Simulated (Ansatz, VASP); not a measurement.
In in VASP and in Ansatz

Contents of INCAR:

```
PREC = Accurate
ENCUT = 520
EDIFF = 1E-7
ISMEAR = 0
SIGMA = 0.1
LREAL = False
LASPH = True
NELM = 80
ALGO = Fast
ISIF = 2
LWAVE = False
LCHARG = False
GGA = PE
NBANDS = 20
```

Contents of KPOINTS:

```
Automatic mesh
0
Gamma
  12 12 8
```

The input POSCAR:

```
In
1.0
    3.3354847820      0.0000000000      0.0000000000
   -1.6677423910      2.8886145552      0.0000000000
    0.0000000000      0.0000000000      5.5091429200
In
2
Direct
    0.3592973340      0.7185946781      0.2500000000
    0.6666666700      0.3333333300      0.7500000000
```

Input for Ansatz:

```yaml
crystal:
  lattice:
    - [3.335484782, 0.0, 0.0]
    - [-1.667742391, 2.8886145552, 0.0]
    - [0.0, 0.0, 5.50914292]
  atoms:
    - { symbol: In, position: [0.359297334, 0.7185946781, 0.25] }
    - { symbol: In, position: [0.66666667, 0.33333333, 0.75] }
basis:
  ecutwfc: 420
kpoints:
  mp_grid: { grid: [12, 12, 8] }
hamiltonian:
  xc: pbe
scf:
  occupations: { method: gaussian, width: 0.1 }
output:
  forces: true
  stress: true
  eigenvalues: true
```

Change from the starting cell: one atom moved.

Alike in both runs: task single point; functional PBE; k mesh 12 × 12 × 8; occupations gaussian, width 0.1 eV; no spin polarisation.

```csv
,VASP,Ansatz
version,VASP 6.6.1,Ansatz 0.2.0
potentials or method,"VASP PAW PBE potentials, release 64 (In_d), cutoff 520 eV","scalar-relativistic, plane waves, PAW"
valence electrons in the cell,26,26
```

```csv
,VASP,Ansatz,Ansatz less VASP
gap on the k mesh at the Fermi level (eV),none,none,-
pressure (GPa),1.6,1.6,+0.06
"traceless stress, the component that is largest in VASP (GPa)",-0.38,-0.38,+0.001
rms of the force components (eV/Å),0.018,0.018,+0.0002
```

Atom by atom the forces differ by 0.000 eV/Å (rms over components). A gap of «none» marks a metal or a gap that the smearing closes.
